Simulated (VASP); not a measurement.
# F2 in VASP: single point with HSE06

Aim: the single point of F2 with HSE06.

All numbers are computed with VASP 6.6.1; they aren't measurements. Logs are shortened: lines on timing, memory, paths and dates and some standing lists are left out, and cuts for length are marked.

### Step 1. The cell of the first run

The cell holds a molecule in a box, 2 atoms: a = 12.000 Å, b = 12.300 Å, c = 12.600 Å, α = 90.00°, β = 90.00°, γ = 90.00°.

### Step 2. Single point, HSE06

Contents of POSCAR:

```
F
1.0
   12.0000000000      0.0000000000      0.0000000000
    0.0000000000     12.3000000000      0.0000000000
    0.0000000000      0.0000000000     12.6000000000
F
2
Direct
    0.5000000000      0.5000000000      0.4438838973
    0.5000000000      0.5000000000      0.5561161027
```

Contents of INCAR.step1:

```
SYSTEM = F
ALGO = Normal ; EDIFF = 1E-5
ENCUT = 520 ; GGA = PE
ISIF = 2 ; ISMEAR = -1
LASPH = .True. ; LREAL = .False.
LWAVE = .True. ; NBANDS = 14
NELM = 80 ; PREC = Accurate
SIGMA = 0.01
```

Contents of INCAR.step2:

```
SYSTEM = F
ALGO = Normal ; EDIFF = 1E-6
ENCUT = 520 ; GGA = PE
HFSCREEN = 0.2079 ; ISIF = 2
ISMEAR = -1 ; ISTART = 1
LASPH = .True. ; LCHARG = .True.
LELF = .True. ; LHFCALC = .True.
LREAL = .False. ; LVHAR = .True.
LWAVE = .False. ; NBANDS = 14
NELM = 80 ; PREC = Accurate
PRECFOCK = Normal ; SIGMA = 0.01
```

Contents of KPOINTS:

```
k-points
0
Gamma
  1 1 1
  0 0 0
```

Potentials or basis: VASP PAW PBE potentials, release 64 (F).

Launch:

```console
> cat potpaw_PBE.64/F/POTCAR > POTCAR
> cp INCAR.step1 INCAR
> mpirun -np 1 vasp_gam > vasp.out
> cp INCAR.step2 INCAR
> mpirun -np 1 vasp_gam > vasp.out
```

OUTCAR:

```text
SYSTEM = F
   EDIFF = 1E-6
   ENCUT = 520
   GGA = PE
   HFSCREEN = 0.2079
   ISIF = 2
   ISMEAR = -1
   ISTART = 1
   LASPH = .True.
   LHFCALC = .True.
   LREAL = .False.
   NELM = 80
   PREC = Accurate
   PRECFOCK = Normal

 ion  position               nearest neighbor table
   1  0.500  0.500  0.444-   2 1.41
   2  0.500  0.500  0.556-   1 1.41

  LATTYP: Found a simple orthorhombic cell.
 ALAT       =    12.0000000000
 B/A-ratio  =     1.0250000000
 C/A-ratio  =     1.0500000000

  Lattice vectors:

 A1 = (  12.0000000000,   0.0000000000,   0.0000000000)
 A2 = (   0.0000000000,  12.3000000000,   0.0000000000)
 A3 = (   0.0000000000,   0.0000000000,  12.6000000000)

Analysis of symmetry for initial positions (statically):
=====================================================================
 Subroutine PRICEL returns:
 Original cell was already a primitive cell.

 Routine SETGRP: Setting up the symmetry group for a
 simple orthorhombic supercell.

 Subroutine GETGRP returns: Found  8 space group operations
 (whereof  8 operations were pure point group operations)
 out of a pool of  8 trial point group operations.

The static configuration has the point symmetry D_2h.

Analysis of symmetry for dynamics (positions and initial velocities):
=====================================================================
 Subroutine PRICEL returns:
 Original cell was already a primitive cell.

 Routine SETGRP: Setting up the symmetry group for a
 simple orthorhombic supercell.

 Subroutine GETGRP returns: Found  8 space group operations
 (whereof  8 operations were pure point group operations)
 out of a pool of  8 trial point group operations.

The dynamic configuration has the point symmetry D_2h.

 Subroutine INISYM returns: Found  8 space group operations
 (whereof  8 operations are pure point group operations),
 and found     1 'primitive' translations

----------------------------------------------------------------------------------------

                                     Primitive cell

  volume of cell :    1859.7600

  direct lattice vectors                    reciprocal lattice vectors
[... 67 lines left out ...]
   IBRION =     -1    ionic relax: 0-MD 1-quasi-New 2-CG
   NFREE  =      0    steps in history (QN), initial steepest desc. (CG)
   ISIF   =      2    stress and relaxation
   ISYM   =      3    0-nonsym 1-usesym 2-fastsym
   POTIM  = 0.5000    time-step for ionic-motion
   TEBEG  =    0.0;   TEEND  =   0.0 temperature during run
   PSTRESS=    0.0 pullay stress
   NELECT =      14.0000    total number of electrons
   NUPDOWN=      -1.0000    fix difference up-down
   EMIN   =  10.00;   EMAX   =-10.00  energy-range for DOS
   EFERMI =   0.00;   METHOD = LEGACY
   ISMEAR =    -1;   SIGMA  =   0.01  broadening in eV -4-tet -1-fermi 0-gaus
   EFERMI_NEDOS =   21; number of points for ismear=-14 and -15
   IALGO  =     38    algorithm
   IMIX   =      1    mixing-type and parameters
     AMIX     =   0.40;   BMIX     =  1.00
     AMIX_MAG =   1.60;   BMIX_MAG =  1.00
  volume/ion in A,a.u.               =     929.88      6275.14
  Fermi-wavevector in a.u.,A,eV,Ry     =   0.320847  0.606314  1.400625  0.102943
  Thomas-Fermi vector in A             =   1.207823
   LORBIT       =      0    0 simple, 1 ext, 2 COOP (PROOUT), +10 PAW based schemes
   GGA     = PE    functional components
   LHFCALC =     T    Hartree Fock is set to
   PRECFOCK=normal    Normal, Fast or Accurate (Low or Medium for compatibility)
   ENCUT4O =  -1.0   cutoff for four orbital integrals eV
   NKREDX  =     1    reduce k-point grid by
   NKREDY  =     1    reduce k-point grid by
   NKREDZ  =     1    reduce k-point grid by
   AEXX    =    0.2500 exact exchange contribution
   HFSCREEN=    0.2079 screening length (either q_TF or 0.3 A-1)
   HFSCREENC=   0.2079 screening length for correlation (either q_TF or 0.3 A-1)
   ENCUTFOCK=  -1.0 apply spherical cutoff to Coloumb kernel
   IVDW    =     0    specifies the selected vdW correction
   LEPSILON=     F    determine dielectric tensor
   LRPA    =     F    only Hartree local field effects (RPA)
 non-spin polarized calculation
  energy-cutoff  :      520.00
  volume of cell :     1859.76
 maximum number of plane-waves:     25042
 NGX is ok and might be reduce to    90
  NGX = 70; NGY = 70; NGZ = 72

 number of electron      13.9999995 magnetization

 Free energy of the ion-electron system (eV)
  ---------------------------------------------------
  ext. energy  EPLUGINS =         0.00000000
  ---------------------------------------------------
  free energy    TOTEN  =        -6.48436310 eV

  energy without entropy =       -6.48436310  energy(sigma->0) =       -6.48436310

 E-fermi : -10.9978     XC(G=0):  -0.4192

 val. band max:      -11.3545172029   @ k =   0.0000   0.0000   0.0000
 cond. band min:      -4.4642374720   @ k =   0.0000   0.0000   0.0000
 fundamental gap:      6.8902797310
 Fermi energy:       -10.9977563432

 k-point     1 :       0.0000    0.0000    0.0000
  band No.  band energies     occupation
      1     -37.3506      2.00000
      2     -30.7646      2.00000
      3     -16.4398      2.00000
      4     -14.8695      2.00000
      5     -14.8695      2.00000
      6     -11.3545      2.00000
      7     -11.3545      2.00000
      8      -4.4642      0.00000
      9      -0.2967      0.00000
     10       0.6077      0.00000
     11       0.6921      0.00000
     12       0.7181      0.00000
     13       0.7642      0.00000
     14       0.7924      0.00000

------------------------ aborting loop because EDIFF is reached ----------------------------------------

  FORCE on cell =-STRESS in cart. coord.  units (eV):
  Direction    XX          YY          ZZ          XY          YZ          ZX
  --------------------------------------------------------------------------------------
  -------------------------------------------------------------------------------------
  Total       -0.0831111     -0.0835642     -1.4432683      0.0000000      0.0000000      0.0000000
  in kB       -0.0715999     -0.0719903     -1.2433711      0.0000000      0.0000000      0.0000000
  external PRESSURE =      -0.4623204 kB  Pullay stress =       0.0000000 kB

 VOLUME and BASIS-vectors are now :
 -----------------------------------------------------------------------------
  energy-cutoff  :      520.00
  volume of cell :     1859.76
      direct lattice vectors                 reciprocal lattice vectors
    12.000000000  0.000000000  0.000000000     0.083333333  0.000000000  0.000000000
     0.000000000 12.300000000  0.000000000     0.000000000  0.081300813  0.000000000
     0.000000000  0.000000000 12.600000000     0.000000000  0.000000000  0.079365079

 POSITION                                       TOTAL-FORCE (eV/Angst)
 -----------------------------------------------------------------------------------
      6.00000      6.15000      5.59294        -0.000000      0.000000      0.958832
      6.00000      6.15000      7.00706         0.000000      0.000000     -0.958832
 -----------------------------------------------------------------------------------
    total drift:                               -0.000000      0.000000      0.000001

  FREE ENERGIE OF THE ION-ELECTRON SYSTEM (eV)
  ---------------------------------------------------
  free  energy   TOTEN  =        -6.4843631041 eV

  energy  without entropy=       -6.4843631041  energy(sigma->0) =       -6.48436310
```

It took 5 min on 1 thread of AMD EPYC 7R43 (Zen 3), shared host; peak memory 1.4 GiB.

What came out:

- Free energy: -6.4844 eV
- Largest force: 0.959 eV/Å
- Gap between the frontier levels: 6.89 eV

Forces in eV/Å, atoms in the order of the input:
```
F    0.000  0.000  0.959
F    0.000  0.000 -0.959
```

Caveat: the PAW data sets were made with another functional, which shifts forces and pressure a little.
